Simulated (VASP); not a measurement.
Runs of VASP 6.6.1 on MnS. The structure is that of space group Fm-3m (No. 225), or close to it. The cells are those of the table. 

```tsv
cell	gap on the mesh (eV)	pressure (GPa)	moment (μB)
a = 3.662 Å, angles 60.0°, 2 atoms	none	-2.5	4.63
a = 3.683 Å, angles 60.0°, 2 atoms	none	(a)	4.74
a = 3.601 Å, angles 60.0°, 2 atoms	none	-0.2	4.46
a = 3.536 Å, angles 60.0°, 2 atoms	none	(b)	(c)
a = 3.597 Å, angles 60.0°, 2 atoms	none	0.0	4.45
```

Alike in all rows: task single point; level PBE; potentials or basis VASP PAW PBE potentials, release 64 (Mn_pv, S); spin collinear, ferromagnetic start; k mesh 12 × 12 × 12; cutoff (eV) 520; smearing gaussian 0.05 eV.

Question: Estimate the missing entries.

Answer: (a) -2.6; (b) 3.6; (c) 4.30.

Caveats: a cell with one magnetic atom can't hold antiferromagnetic order, which such compounds often take; semilocal functionals often make such compounds metallic where correlation or magnetic order opens a gap, which also shifts bond lengths.

A gap of «none» marks levels without a gap at the run's occupations.
